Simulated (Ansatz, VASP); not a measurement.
One calculation of SiO2, two programs

File INCAR:

```
SYSTEM = SiO2
PREC = Accurate ; ENCUT = 520
EDIFF = 1E-8 ; ISMEAR = -1
SIGMA = 0.02 ; LREAL = Auto
LASPH = .True. ; NELM = 80
ALGO = Normal ; ISIF = 2
LWAVE = .False. ; LCHARG = .False.
GGA = PE ; LEFG = .True.
NBANDS = 82
```

File KPOINTS:

```
Automatic mesh
0
Gamma
  3 3 3
  0 0 0
```

Contents of POSCAR:

```
SiO2
1.0
   -4.9414789400      4.9414789400      4.9414789400
    4.9414789400     -4.9414789400      4.9414789400
    4.9414789400      4.9414789400     -4.9414789400
Si O
8 16
Direct
    0.3138788000      0.3138788000      0.3138788000
    0.0000000000      0.3138788000      0.0000000000
    0.0000000000      0.0000000000      0.3138788000
    0.3138788000      0.0000000000      0.0000000000
    0.0000000000      0.0000000000      0.6861212000
    0.6861212000      0.0000000000      0.0000000000
    0.0000000000      0.6861212000      0.0000000000
    0.6861212000      0.6861212000      0.6861212000
    0.5000000000      0.5000000000      0.5000000000
    0.0000000000      0.5000000000      0.0000000000
    0.0000000000      0.0000000000      0.5000000000
    0.5000000000      0.0000000000      0.0000000000
    0.1888848800      0.1888848800      0.3777697600
    0.1888848800      0.3777697600      0.1888848800
    0.8111151200      0.0000000000      0.1888848800
    0.0000000000      0.8111151200      0.1888848800
    0.3777697600      0.1888848800      0.1888848800
    0.1888848800      0.8111151200      0.0000000000
    0.8111151200      0.1888848800      0.0000000000
    0.1888848800      0.0000000000      0.8111151200
    0.6222302400      0.8111151200      0.8111151200
    0.8111151200      0.6222302400      0.8111151200
    0.0000000000      0.1888848800      0.8111151200
    0.8111151200      0.8111151200      0.6222302400
```

Input for Ansatz:

```yaml
crystal:
  lattice:
    - [-4.94147894, 4.94147894, 4.94147894]
    - [4.94147894, -4.94147894, 4.94147894]
    - [4.94147894, 4.94147894, -4.94147894]
  atoms:
    - { symbol: Si, position: [0.3138788, 0.3138788, 0.3138788] }
    - { symbol: Si, position: [0.0, 0.3138788, 0.0] }
    - { symbol: Si, position: [0.0, 0.0, 0.3138788] }
    - { symbol: Si, position: [0.3138788, 0.0, 0.0] }
    - { symbol: Si, position: [0.0, 0.0, 0.6861212] }
    - { symbol: Si, position: [0.6861212, 0.0, 0.0] }
    - { symbol: Si, position: [0.0, 0.6861212, 0.0] }
    - { symbol: Si, position: [0.6861212, 0.6861212, 0.6861212] }
    - { symbol: O, position: [0.5, 0.5, 0.5] }
    - { symbol: O, position: [0.0, 0.5, 0.0] }
    - { symbol: O, position: [0.0, 0.0, 0.5] }
    - { symbol: O, position: [0.5, 0.0, 0.0] }
    - { symbol: O, position: [0.18888488, 0.18888488, 0.37776976] }
    - { symbol: O, position: [0.18888488, 0.37776976, 0.18888488] }
    - { symbol: O, position: [0.81111512, 0.0, 0.18888488] }
    - { symbol: O, position: [0.0, 0.81111512, 0.18888488] }
    - { symbol: O, position: [0.37776976, 0.18888488, 0.18888488] }
    - { symbol: O, position: [0.18888488, 0.81111512, 0.0] }
    - { symbol: O, position: [0.81111512, 0.18888488, 0.0] }
    - { symbol: O, position: [0.18888488, 0.0, 0.81111512] }
    - { symbol: O, position: [0.62223024, 0.81111512, 0.81111512] }
    - { symbol: O, position: [0.81111512, 0.62223024, 0.81111512] }
    - { symbol: O, position: [0.0, 0.18888488, 0.81111512] }
    - { symbol: O, position: [0.81111512, 0.81111512, 0.62223024] }
kpoints:
  mp_grid: { grid: [3, 3, 3] }
scf:
  occupations: { method: fermi_dirac, width: 0.02 }
hamiltonian:
  xc: pbe
  pseudopotentials: { kind: paw }
output:
  forces: true
  stress: true
  populations: true
  efg: { quadrupole_moments_barn: { O: -0.02558 }, contact_densities: true }
```

Alike in both runs: task electric field gradients; functional PBE; k mesh 3 × 3 × 3; occupations fermi-dirac, width 0.02 eV; no spin polarisation.

|  | VASP | Ansatz |
| --- | --- | --- |
| version | VASP 6.6.1 | Ansatz 0.2.0 |
| potentials or method | VASP PAW PBE potentials, release 64 (Si, O) | plane-wave PAW, scalar-relativistic |
| plane-wave cutoff (eV) | 520 | 420 |
| valence electrons in the cell | 128 | 128 |

Ansatz gave:

| Quantity | Value |
| --- | --- |
| gap on the k mesh at the Fermi level (eV) | 5.55 |
| pressure (GPa) | 3.2 |
| rms of the force components (eV/Å) | 0.145 |
| size of Vzz on the site where it differs most (V/Å²) | 104.1 |

Q: Estimate VASP's values.

A: gap on the k mesh at the Fermi level (eV): 5.54; pressure (GPa): 3.2; rms of the force components (eV/Å): 0.136; size of Vzz on the site where it differs most (V/Å²): 98.7.

Atom by atom the forces differ by 0.023 eV/Å (rms over components). The functional is the same, so the differences come from potentials, cutoffs and numerics.
